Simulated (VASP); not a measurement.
Input of a VASP 6.6.1 run:

The input INCAR:

```
SYSTEM = K2S
PREC = Accurate
ENCUT = 500
EDIFF = 1E-6
ISMEAR = 0
SIGMA = 0.01
LREAL = .False.
LASPH = .True.
NELM = 120
ALGO = Normal
ISIF = 2
LWAVE = .False.
LCHARG = .False.
GGA = PE
NBANDS = 19
GGA_COMPAT = .False.
```

The input KPOINTS:

```
regular mesh
0
Gamma
  4 4 4
  0 0 0
```

Contents of POSCAR:

```
K2S
1.0
    0.0000000000      3.6285983748      3.6285983748
    3.6285983748      0.0000000000      3.6285983748
    3.6285983748      3.6285983748      0.0000000000
K S
2 1
Direct
    0.2500000000      0.2500000000      0.2500000000
    0.7500000000      0.7500000000      0.7500000000
    0.0000000000      0.0000000000      0.0000000000
```

Potentials or basis: VASP PAW PBE potentials, release 64 (K_sv, S).

Launch:

```bash
$ cat potpaw_PBE.64/K_sv/POTCAR potpaw_PBE.64/S/POTCAR > POTCAR
$ mpirun -np 1 vasp_std > vasp.out
```

Q: What does it give for the band gap on the k mesh?

A: 2.54 eV, indirect (least direct gap 2.79 eV).

Q: What does it give for the pressure?

A: 1.9 GPa.

A k mesh can miss the band edges. PBE gaps usually lie below the measured ones, often by a third to a half.
